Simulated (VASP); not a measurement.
Runs of VASP 6.6.1 on P. The structure is that of space group Pm-3m (No. 221), or close to it. The cells are those of the table. This isn't the form of P at room conditions, which is orthorhombic.

| cell | gap on the mesh (eV) | pressure (GPa) |
| --- | --- | --- |
| a = 2.413 Å, 1 atom | none | (a) |
| a = 2.388 Å, 1 atom | none | 7.6 |
| a = 2.461 Å, 1 atom | none | -3.5 |
| a = 2.485 Å, 1 atom | none | -6.4 |

Alike in all rows: task single point; level r2SCAN; potentials or basis VASP PAW PBE potentials, release 64 (P); no spin polarisation; k mesh 18 × 18 × 18; cutoff (eV) 520; smearing gaussian 0.1 eV.

Task: Fill in the values left out.

Result: (a) 3.2.

Caveats: the PAW data sets were made with another functional, which shifts forces and pressure a little; the cell stands under pressure (at least some runs); the cell stands under tension (at least some runs).

A gap of «none» marks levels without a gap at the run's occupations.
